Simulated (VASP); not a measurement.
# Ta5Br3 (Pmmm) in VASP: single point with PBE

Aim: the single point of Ta5Br3 with PBE.

All numbers are computed with VASP 6.6.1; they aren't measurements. Logs are shortened: lines on timing, memory, paths and dates and some standing lists are left out, and cuts for length are marked.

## Step 1: The cell of the first run

The structure is orthorhombic, space group Pmmm (No. 47). Conventional cell: a = 3.138 Å, b = 5.014 Å, c = 9.948 Å, α = 90.00°, β = 90.00°, γ = 90.00°. Within 3.9 Å of Ta (site symmetry mmm) lie 8 Br at 2.96 to 3.78 Å and 6 Ta at 3.04 to 3.14 Å. Ta (site symmetry mmm) has 10 Ta at 2.84 to 3.14 Å and 4 Br at 3.30 Å within 3.7 Å. Ta (site symmetry mmm) has 4 Br at 2.66 Å and 10 Ta at 2.96 to 3.45 Å within 3.5 Å. Within 3.7 Å of Ta (site symmetry mm2) lie 8 Ta at 2.84 to 3.45 Å and 6 Br at 2.97 to 3.61 Å. Br (site symmetry mm2) has 8 Ta at 2.66 to 3.30 Å and 4 Br at 3.14 to 3.24 Å within 3.5 Å. Within 3.9 Å of Br (site symmetry mmm) lie 8 Ta at 2.96 to 3.61 Å and 6 Br at 3.14 to 3.24 Å.

## Step 2: Single point, PBE

File INCAR:

```
SYSTEM = Ta5Br3
PREC = Accurate
ENCUT = 520
EDIFF = 1E-6
ISMEAR = 0
SIGMA = 0.2
LREAL = .False.
LASPH = .True.
NELM = 60
ALGO = Normal
ISIF = 2
LWAVE = .False.
LCHARG = .False.
GGA = PE
NBANDS = 48
```

File KPOINTS:

```
Automatic mesh
0
Gamma
  4 4 2
  0 0 0
```

File POSCAR:

```
Ta5Br3
1.0
    3.1384325290      0.0000000000      0.0000000000
    0.0000000000      5.0135172508      0.0000000000
    0.0000000000      0.0000000000      9.9484544815
Ta Br
5 3
Direct
    0.0000000000      0.0000000000      0.5000000000
    0.0000000000      0.0000000000      0.0000000000
    0.5000000000      0.5000000000      0.0000000000
    0.5000000000      0.0000000000      0.7617079636
    0.5000000000      0.0000000000      0.2382920364
    0.0000000000      0.5000000000      0.7847053711
    0.0000000000      0.5000000000      0.2152946289
    0.5000000000      0.5000000000      0.5000000000
```

Potentials or basis: VASP PAW PBE potentials, release 64 (Ta_pv, Br).

Command:

```console
cat potpaw_PBE.64/Ta_pv/POTCAR potpaw_PBE.64/Br/POTCAR > POTCAR
mpirun -np 1 vasp_std > vasp.out
```

OUTCAR:

```text
SYSTEM = Ta5Br3
   PREC = Accurate
   ENCUT = 520
   EDIFF = 1E-6
   ISMEAR = 0
   LREAL = .False.
   LASPH = .True.
   NELM = 60
   ISIF = 2
   GGA = PE

 ion  position               nearest neighbor table
   1  0.000  0.000  0.500-   8 2.96   8 2.96   8 2.96   8 2.96   4 3.04   5 3.04   4 3.04   5 3.04

   2  0.000  0.000  0.000-   4 2.84   5 2.84   4 2.84   5 2.84   3 2.96   3 2.96   3 2.96   3 2.96

   3  0.500  0.500  0.000-   6 2.66   7 2.66   6 2.66   7 2.66   2 2.96   2 2.96   2 2.96   2 2.96
                             5 3.45   4 3.45   4 3.45   5 3.45
   4  0.500  0.000  0.762-   2 2.84   2 2.84   6 2.97   6 2.97   6 2.97   6 2.97   1 3.04   1 3.04
                             3 3.45   3 3.45
   5  0.500  0.000  0.238-   2 2.84   2 2.84   7 2.97   7 2.97   7 2.97   7 2.97   1 3.04   1 3.04
                             3 3.45   3 3.45
   6  0.000  0.500  0.785-   3 2.66   3 2.66   4 2.97   4 2.97   4 2.97   4 2.97
   7  0.000  0.500  0.215-   3 2.66   3 2.66   5 2.97   5 2.97   5 2.97   5 2.97
   8  0.500  0.500  0.500-   1 2.96   1 2.96   1 2.96   1 2.96

  LATTYP: Found a simple orthorhombic cell.
 ALAT       =     3.1384325290
 B/A-ratio  =     1.5974589877
 C/A-ratio  =     3.1698799925

  Lattice vectors:

 A1 = (   3.1384325290,   0.0000000000,   0.0000000000)
 A2 = (   0.0000000000,   5.0135172508,   0.0000000000)
 A3 = (   0.0000000000,   0.0000000000,   9.9484544815)

Analysis of symmetry for initial positions (statically):
=====================================================================
 Subroutine PRICEL returns:
 Original cell was already a primitive cell.

 Routine SETGRP: Setting up the symmetry group for a
 simple orthorhombic supercell.

 Subroutine GETGRP returns: Found  8 space group operations
 (whereof  8 operations were pure point group operations)
 out of a pool of  8 trial point group operations.

The static configuration has the point symmetry D_2h.

Analysis of symmetry for dynamics (positions and initial velocities):
=====================================================================
 Subroutine PRICEL returns:
 Original cell was already a primitive cell.

 Routine SETGRP: Setting up the symmetry group for a
 simple orthorhombic supercell.

 Subroutine GETGRP returns: Found  8 space group operations
 (whereof  8 operations were pure point group operations)
 out of a pool of  8 trial point group operations.

[... 109 lines left out ...]
   IBRION =     -1    ionic relax: 0-MD 1-quasi-New 2-CG
   NFREE  =      0    steps in history (QN), initial steepest desc. (CG)
   ISIF   =      2    stress and relaxation
   ISYM   =      2    0-nonsym 1-usesym 2-fastsym
   POTIM  = 0.5000    time-step for ionic-motion
   TEBEG  =    0.0;   TEEND  =   0.0 temperature during run
   PSTRESS=    0.0 pullay stress
   NELECT =      76.0000    total number of electrons
   NUPDOWN=      -1.0000    fix difference up-down
   EMIN   =  10.00;   EMAX   =-10.00  energy-range for DOS
   EFERMI =   0.00;   METHOD = LEGACY
   ISMEAR =     0;   SIGMA  =   0.20  broadening in eV -4-tet -1-fermi 0-gaus
   EFERMI_NEDOS =   21; number of points for ismear=-14 and -15
   IALGO  =     38    algorithm
   IMIX   =      4    mixing-type and parameters
     AMIX     =   0.40;   BMIX     =  1.00
     AMIX_MAG =   1.60;   BMIX_MAG =  1.00
  volume/ion in A,a.u.               =      19.57       132.04
  Fermi-wavevector in a.u.,A,eV,Ry     =   1.286695  2.431502 22.525599  1.655585
  Thomas-Fermi vector in A             =   2.418754
   LORBIT       =      0    0 simple, 1 ext, 2 COOP (PROOUT), +10 PAW based schemes
   GGA     = PE    functional components
   LHFCALC =     F    Hartree Fock is set to
   AEXX    =    0.0000 exact exchange contribution
   IVDW    =     0    specifies the selected vdW correction
   LEPSILON=     F    determine dielectric tensor
   LRPA    =     F    only Hartree local field effects (RPA)
 non-spin polarized calculation
 Gauss-broadening in eV      SIGMA  =   0.20
  energy-cutoff  :      520.00
  volume of cell :      156.53
 maximum number of plane-waves:      4240
 NGX is ok and might be reduce to    24
   NGX = 11   NGY = 19   NGZ = 37

 number of electron      75.9999991 magnetization

 Free energy of the ion-electron system (eV)
  ---------------------------------------------------
  ext. energy  EPLUGINS =         0.00000000
  ---------------------------------------------------
  free energy    TOTEN  =       -59.23524359 eV

  energy without entropy =      -59.06194696  energy(sigma->0) =      -59.14859527

 E-fermi :   6.4098     XC(G=0): -11.6200

 val. band max:        6.3793564843   @ k =   0.5000   0.2500   0.5000
 cond. band min:       6.4118792576   @ k =   0.2500   0.5000   0.5000
 fundamental gap:      0.0325227733
 Fermi energy:         6.4098396681

 k-point     1 :       0.0000    0.0000    0.0000
  band No.  band energies     occupation
      1     -29.0692      2.00000
      2     -28.7001      2.00000
      3     -28.6299      2.00000
      4     -28.6098      2.00000
      5     -28.5742      2.00000
      6     -28.3604      2.00000
[... 907 lines left out ...]
     47       8.8103      0.00000
     48       9.3302      0.00000

------------------------ aborting loop because EDIFF is reached ----------------------------------------

  FORCE on cell =-STRESS in cart. coord.  units (eV):
  Direction    XX          YY          ZZ          XY          YZ          ZX
  --------------------------------------------------------------------------------------
  -------------------------------------------------------------------------------------
  Total        0.1346669      0.1498368      0.0870870      0.0000000      0.0000000      0.0000000
  in kB        1.3783527      1.5336218      0.8913598      0.0000000      0.0000000      0.0000000
  external PRESSURE =       1.2677781 kB  Pullay stress =       0.0000000 kB

 VOLUME and BASIS-vectors are now :
 -----------------------------------------------------------------------------
  energy-cutoff  :      520.00
  volume of cell :      156.53
      direct lattice vectors                 reciprocal lattice vectors
     3.138432529  0.000000000  0.000000000     0.318630396  0.000000000  0.000000000
     0.000000000  5.013517251  0.000000000     0.000000000  0.199460768  0.000000000
     0.000000000  0.000000000  9.948454482     0.000000000  0.000000000  0.100518126

 POSITION                                       TOTAL-FORCE (eV/Angst)
 -----------------------------------------------------------------------------------
      0.00000      0.00000      4.97423         0.000000      0.000000      0.000000
      0.00000      0.00000      0.00000         0.000000      0.000000      0.000000
      1.56922      2.50676      0.00000         0.000000      0.000000      0.000000
      1.56922      0.00000      7.57782         0.000000      0.000000     -0.028786
      1.56922      0.00000      2.37064         0.000000      0.000000      0.028786
      0.00000      2.50676      7.80661         0.000000      0.000000      0.013092
      0.00000      2.50676      2.14185         0.000000      0.000000     -0.013092
      1.56922      2.50676      4.97423         0.000000      0.000000      0.000000
 -----------------------------------------------------------------------------------
    total drift:                                0.000000      0.000000     -0.000000

  FREE ENERGIE OF THE ION-ELECTRON SYSTEM (eV)
  ---------------------------------------------------
  free  energy   TOTEN  =       -59.2352435897 eV

  energy  without entropy=      -59.0619469583  energy(sigma->0) =      -59.14859527
```

OSZICAR:

```text
N       E                     dE             d eps       ncg     rms          rms(c)
DAV:   1     0.730952402751E+03    0.73095E+03   -0.40122E+04  1760   0.156E+03
DAV:   2    -0.157234760700E+02   -0.74668E+03   -0.72580E+03  1944   0.436E+02
DAV:   3    -0.623377495109E+02   -0.46614E+02   -0.44900E+02  2256   0.927E+01
DAV:   4    -0.637662297426E+02   -0.14285E+01   -0.14076E+01  2128   0.151E+01
DAV:   5    -0.638073204523E+02   -0.41091E-01   -0.40956E-01  2192   0.214E+00    0.312E+01
DAV:   6    -0.629169709247E+02    0.89035E+00   -0.37037E+01  2264   0.247E+01    0.178E+01
DAV:   7    -0.616071353604E+02    0.13098E+01   -0.46010E+01  2336   0.172E+01    0.162E+01
DAV:   8    -0.595915779900E+02    0.20156E+01   -0.81880E+00  2160   0.102E+01    0.581E+00
DAV:   9    -0.593022184695E+02    0.28936E+00   -0.27140E+00  2216   0.751E+00    0.412E+00
DAV:  10    -0.592698081151E+02    0.32410E-01   -0.18067E-01  2152   0.194E+00    0.322E+00
DAV:  11    -0.592685931223E+02    0.12150E-02   -0.49613E-01  2232   0.293E+00    0.127E+00
DAV:  12    -0.592392244987E+02    0.29369E-01   -0.17137E-01  2184   0.207E+00    0.653E-01
DAV:  13    -0.592353090090E+02    0.39155E-02   -0.18144E-02  2216   0.638E-01    0.149E-01
DAV:  14    -0.592352612300E+02    0.47779E-04   -0.18563E-03  2112   0.188E-01    0.928E-02
DAV:  15    -0.592352545544E+02    0.66756E-05   -0.27852E-04  2232   0.873E-02    0.511E-02
DAV:  16    -0.592352471280E+02    0.74264E-05   -0.20612E-05  2176   0.244E-02    0.216E-02
DAV:  17    -0.592352437548E+02    0.33732E-05   -0.21381E-05  2056   0.223E-02    0.484E-03
DAV:  18    -0.592352435897E+02    0.16506E-06   -0.10731E-06  1328   0.585E-03
   1 F= -.59235244E+02 E0= -.59148595E+02  d E =-.173297E+00
```

Wall time 75 s (1 thread of Intel Xeon 6975P-C (Granite Rapids), shared host); peak memory 0.31 GiB.

What came out:

```
Free energy            : -59.2352 eV
Pressure               : 0.1 GPa
Largest force          : 0.029 eV/Å
Band gap on the k mesh : zero (band 38 reaches 7.27 eV, above the bottom of band 39 at 5.78 eV)
```

Forces in eV/Å, atoms in the order of the input:
```
Ta   0.000  0.000  0.000
Ta   0.000  0.000  0.000
Ta   0.000  0.000  0.000
Ta   0.000  0.000 -0.029
Ta   0.000  0.000  0.029
Br   0.000  0.000  0.013
Br   0.000  0.000 -0.013
Br   0.000  0.000  0.000
```

Caveat: the k points lie up to 0.50 Å⁻¹ apart; spin-orbit coupling is left out, which moves the levels of the heavy elements.
